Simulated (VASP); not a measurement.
# BN (sol2) (P6_3mc) in VASP: notebook, part 2 of 2

VASP 6.6.1.

### 4 Relaxation of the atoms, PBEsol (strained cell)

Contents of INCAR:

```
PREC = Accurate
ENCUT = 520
EDIFF = 1E-7
ISMEAR = 0
SIGMA = 0.02
LREAL = False
LASPH = True
NELM = 60
ALGO = Normal
ISIF = 2
LWAVE = False
LCHARG = False
GGA = PS
IBRION = 2
NSW = 60
EDIFFG = -0.002
```

Contents of KPOINTS:

```
regular mesh
0
Gamma
  9 9 6
```

Contents of POSCAR:

```
BN
1.0
    2.5151549535      0.0000000000      0.0000000000
   -1.2575774767      2.1781880841      0.0000000000
    0.0000000000      0.0000000000      4.1606277799
B N
2 2
Direct
    0.3333333333      0.6666666667     -0.0002373566
    0.6666666667      0.3333333333      0.4997626434
    0.3333333333      0.6666666667      0.3742373566
    0.6666666667      0.3333333333      0.8742373566
```

Potentials or basis: VASP PAW PBE potentials, release 64 (B, N).

Command:

```sh
> cat potpaw_PBE.64/B/POTCAR potpaw_PBE.64/N/POTCAR > POTCAR
> mpirun -np 1 vasp_std > vasp.out
```

OUTCAR:

```text
PREC = Accurate
   ENCUT = 520
   EDIFF = 1E-7
   ISMEAR = 0
   LREAL = False
   LASPH = True
   NELM = 60
   ISIF = 2
   GGA = PS
   IBRION = 2
   NSW = 60
   EDIFFG = -0.002

 ion  position               nearest neighbor table
   1  0.333  0.667  1.000-   4 1.54   4 1.54   4 1.54   3 1.56
   2  0.667  0.333  0.500-   3 1.54   3 1.54   3 1.54   4 1.56
   3  0.333  0.667  0.374-   2 1.54   2 1.54   2 1.54   1 1.56
   4  0.667  0.333  0.874-   1 1.54   1 1.54   1 1.54   2 1.56

  LATTYP: Found a hexagonal cell.
 ALAT       =     2.5151549535
 C/A-ratio  =     1.6542232414

  Lattice vectors:

 A1 = (   2.5151549535,   0.0000000000,   0.0000000000)
 A2 = (  -1.2575774767,   2.1781880841,   0.0000000000)
 A3 = (   0.0000000000,   0.0000000000,   4.1606277799)

Analysis of symmetry for initial positions (statically):
=====================================================================
 Subroutine PRICEL returns:
 Original cell was already a primitive cell.

 Routine SETGRP: Setting up the symmetry group for a
 hexagonal supercell.

 Subroutine GETGRP returns: Found 12 space group operations
 (whereof  6 operations were pure point group operations)
 out of a pool of 24 trial point group operations.

The static configuration has the point symmetry C_3v.
 The point group associated with its full space group is C_6v.

Analysis of symmetry for dynamics (positions and initial velocities):
=====================================================================
 Subroutine PRICEL returns:
 Original cell was already a primitive cell.

 Routine SETGRP: Setting up the symmetry group for a
 hexagonal supercell.

 Subroutine GETGRP returns: Found 12 space group operations
 (whereof  6 operations were pure point group operations)
 out of a pool of 24 trial point group operations.

The dynamic configuration has the point symmetry C_3v.
 The point group associated with its full space group is C_6v.

 Subroutine INISYM returns: Found 12 space group operations
 (whereof  6 operations are pure point group operations),
 and found     1 'primitive' translations

----------------------------------------------------------------------------------------

                                     Primitive cell

  volume of cell :      22.7939

  direct lattice vectors                    reciprocal lattice vectors
     2.515154954  0.000000000  0.000000000     0.397589818  0.229548588  0.000000000
    -1.257577477  2.178188084  0.000000000     0.000000000  0.459097177  0.000000000
     0.000000000  0.000000000  4.160627780     0.000000000  0.000000000  0.240348345

  length of vectors
     2.515154954  2.515154953  4.160627780     0.459097177  0.459097177  0.240348345

  position of ions in fractional coordinates (direct lattice)
     0.333333333  0.666666667  0.999762643
     0.666666667  0.333333333  0.499762643
     0.333333333  0.666666667  0.374237357
     0.666666667  0.333333333  0.874237357

  ion indices of the primitive-cell ions
   primitive index   ion index
                 1           1
                 2           2
                 3           3
                 4           4

----------------------------------------------------------------------------------------

 KPOINTS: regular mesh

Automatic generation of k-mesh.
 Grid dimensions read from file:
[... 54 lines left out ...]
   NGXF,Y,Z  is equivalent  to a cutoff of  26.44, 26.44, 25.57 a.u.
 SYSTEM =  unknown system
   PREC   = accura    normal or accurate (medium, high low for compatibility)
   ISTART =      0    job   : 0-new  1-cont  2-samecut
   ICHARG =      2    charge: 1-file 2-atom 10-const
   ISPIN  =      1    spin polarized calculation?
   LNONCOLLINEAR =      F non collinear calculations
   LSORBIT =      F    spin-orbit coupling
   LASPH  =      T    aspherical Exc in radial PAW
   ENCUT  =  520.0 eV  38.22 Ry    6.18 a.u.   4.68  4.68  7.74*2*pi/ulx,y,z
   NELM   =     60;   NELMIN=  2; NELMDL= -5     # of ELM steps
   EDIFF  = 0.1E-06   stopping-criterion for ELM
   LREAL  =      F    real-space projection
   EDIFFG = -.2E-02   stopping-criterion for IOM
   NSW    =     60    number of steps for IOM
   IBRION =      2    ionic relax: 0-MD 1-quasi-New 2-CG
   NFREE  =      1    steps in history (QN), initial steepest desc. (CG)
   ISIF   =      2    stress and relaxation
   ISYM   =      2    0-nonsym 1-usesym 2-fastsym
   POTIM  = 0.5000    time-step for ionic-motion
   TEBEG  =    0.0;   TEEND  =   0.0 temperature during run
   PSTRESS=    0.0 pullay stress
   NELECT =      16.0000    total number of electrons
   NUPDOWN=      -1.0000    fix difference up-down
   EMIN   =  10.00;   EMAX   =-10.00  energy-range for DOS
   EFERMI =   0.00;   METHOD = LEGACY
   ISMEAR =     0;   SIGMA  =   0.02  broadening in eV -4-tet -1-fermi 0-gaus
   EFERMI_NEDOS =   21; number of points for ismear=-14 and -15
   IALGO  =     38    algorithm
   IMIX   =      4    mixing-type and parameters
     AMIX     =   0.40;   BMIX     =  1.00
     AMIX_MAG =   1.60;   BMIX_MAG =  1.00
  volume/ion in A,a.u.               =       5.70        38.46
  Fermi-wavevector in a.u.,A,eV,Ry     =   1.454929  2.749417 28.801067  2.116819
  Thomas-Fermi vector in A             =   2.572023
   LORBIT       =      0    0 simple, 1 ext, 2 COOP (PROOUT), +10 PAW based schemes
   GGA     = PS    functional components
   LHFCALC =     F    Hartree Fock is set to
   AEXX    =    0.0000 exact exchange contribution
   IVDW    =     0    specifies the selected vdW correction
   LEPSILON=     F    determine dielectric tensor
   LRPA    =     F    only Hartree local field effects (RPA)
 conjugate gradient relaxation of ions
 non-spin polarized calculation
 Gauss-broadening in eV      SIGMA  =   0.02
  energy-cutoff  :      520.00
  volume of cell :       22.79
 maximum number of plane-waves:       628
 NGX is ok and might be reduce to    20
   NGX =  9   NGY =  9   NGZ = 15

--------------------------------------- Ionic step        1  -------------------------------------------

 number of electron      15.9999998 magnetization

 Free energy of the ion-electron system (eV)
  ---------------------------------------------------
  ext. energy  EPLUGINS =         0.00000000
  ---------------------------------------------------
  free energy    TOTEN  =       -36.59440797 eV

  energy without entropy =      -36.59440797  energy(sigma->0) =      -36.59440797

------------------------ aborting loop because EDIFF is reached ----------------------------------------

  FORCE on cell =-STRESS in cart. coord.  units (eV):
  Direction    XX          YY          ZZ          XY          YZ          ZX
  --------------------------------------------------------------------------------------
  -------------------------------------------------------------------------------------
  Total        1.8790482      1.8790482      1.8932948      0.0000000      0.0000000      0.0000000
  in kB      132.0777079    132.0777079    133.0790931      0.0000000      0.0000000      0.0000000
  external PRESSURE =     132.4115030 kB  Pullay stress =       0.0000000 kB
[... 63 lines left out ...]
--------------------------------------- Ionic step        3  -------------------------------------------

 number of electron      15.9999999 magnetization

 Free energy of the ion-electron system (eV)
  ---------------------------------------------------
  ext. energy  EPLUGINS =         0.00000000
  ---------------------------------------------------
  free energy    TOTEN  =       -36.59443820 eV

  energy without entropy =      -36.59443820  energy(sigma->0) =      -36.59443820

 E-fermi :   8.1515     XC(G=0): -13.1829

 val. band max:        7.9854629736   @ k =   0.0000   0.0000   0.0000
 cond. band min:      12.8617362897   @ k =   0.3333   0.3333   0.0000
 fundamental gap:      4.8762733161
 Fermi energy:         8.1514600526

 k-point     1 :       0.0000    0.0000    0.0000
  band No.  band energies     occupation
      1     -12.8762      2.00000
      2      -8.5021      2.00000
      3      -3.3859      2.00000
      4       5.7673      2.00000
      5       5.7673      2.00000
      6       7.6750      2.00000
      7       7.9855      2.00000
      8       7.9855      2.00000
      9      16.4298      0.00000
     10      16.4298      0.00000
     11      16.7307      0.00000
     12      17.9043      0.00000
[... 331 lines left out ...]
 k-point    24 :       0.3333    0.3333    0.1667
  band No.  band energies     occupation
      1      -7.2545      2.00000
      2      -7.2545      2.00000
      3      -1.5406      2.00000
      4      -0.0640      2.00000
      5      -0.0640      2.00000
      6       1.8424      2.00000
      7       3.1503      2.00000
      8       3.1503      2.00000
      9      13.6402      0.00000
     10      20.1997      0.00000
     11      20.1997      0.00000
     12      21.6338      0.00000

 [... further k-points ...]
[... 5 lines left out ...]
  --------------------------------------------------------------------------------------
  -------------------------------------------------------------------------------------
  Total        1.8732293      1.8732293      1.8997268      0.0000000      0.0000000      0.0000000
  in kB      131.6686986    131.6686986    133.5312008      0.0000000      0.0000000      0.0000000
  external PRESSURE =     132.2895327 kB  Pullay stress =       0.0000000 kB
[... 19 lines left out ...]
  FREE ENERGIE OF THE ION-ELECTRON SYSTEM (eV)
  ---------------------------------------------------
  free  energy   TOTEN  =       -36.5944381975 eV

  energy  without entropy=      -36.5944381975  energy(sigma->0) =      -36.59443820

 reached required accuracy - stopping structural energy minimisation
```

CONTCAR:

```text
BN
   1.00000000000000
     2.5151549535000002    0.0000000000000000    0.0000000000000000
    -1.2575774767000001    2.1781880840999999    0.0000000000000000
     0.0000000000000000    0.0000000000000000    4.1606277799000004
  B               N
     2     2
Direct
     0.3333333332999970    0.6666666667000030    0.9998924814074271
     0.6666666667000030    0.3333333332999970    0.4998924814074270
     0.3333333332999970    0.6666666667000030    0.3741075185925682
     0.6666666667000030    0.3333333332999970    0.8741075185925682

  0.00000000E+00  0.00000000E+00  0.00000000E+00
  0.00000000E+00  0.00000000E+00  0.00000000E+00
  0.00000000E+00  0.00000000E+00  0.00000000E+00
  0.00000000E+00  0.00000000E+00  0.00000000E+00
```

Run time: 23 s. Hardware: 1 thread of Intel Xeon Platinum 8259CL at 2.50GHz (Skylake/Cascade Lake), shared host; peak memory 0.13 GiB.

What came out:

```
Free energy               : -36.5944 eV
Energy gained by relaxing : 0.0 meV/atom
Ionic steps               : 3
Pressure after relaxing   : 13.2 GPa
Band gap on the k mesh    : 4.88 eV, indirect (least direct gap 8.35 eV)
```

Stress tensor (GPa, compression positive):
```
13.17  0.00  0.00
 0.00 13.17  0.00
 0.00  0.00 13.35
```

Final structure:
```
B N
1.0
     2.51515    0.00000    0.00000
    -1.25758    2.17819    0.00000
     0.00000    0.00000    4.16063
B N
2 2
Direct
  0.33333 0.66667 0.99989
  0.66667 0.33333 0.49989
  0.33333 0.66667 0.37411
  0.66667 0.33333 0.87411
```

Caveat: the cell differs from its parent crystal (strained cell); the PAW data sets were made with another functional, which shifts forces and pressure a little.

### 5 The runs side by side

| task | potentials or basis | cell | cutoff (eV) | second run | gap on the mesh (eV) | pressure (GPa) |
| --- | --- | --- | --- | --- | --- | --- |
| single point | VASP PAW PBE potentials, release 64 (B, N) | a = 2.515, b = 2.515, c = 4.161 Å, angles 90.0, 90.0, 120.0°, 4 atoms | 520 | - | 4.88 | 13.2 |
| single point | VASP PAW PBE potentials, release 64 (B_h, N_h) | a = 2.515, b = 2.515, c = 4.161 Å, angles 90.0, 90.0, 120.0°, 4 atoms | 910 | hard_potentials | 4.88 | 12.3 |
| relaxation of the atoms | VASP PAW PBE potentials, release 64 (B, N) | atoms relaxed from a = 2.515, b = 2.515, c = 4.161 Å, angles 90.0, 90.0, 120.0°, 4 atoms | 520 | - | 4.88 | 13.2 |

Alike in all rows: level PBEsol; no spin polarisation; k mesh 9 × 9 × 6; smearing gaussian 0.02 eV.

Caveats: the PAW data sets were made with another functional, which shifts forces and pressure a little; the cutoff is under 1.25 times the usual one of these potentials, so pressure, stress and relaxed cells hold a basis-set (Pulay) error (some runs).

Absolute energies hang on the potentials; compare differences alone.
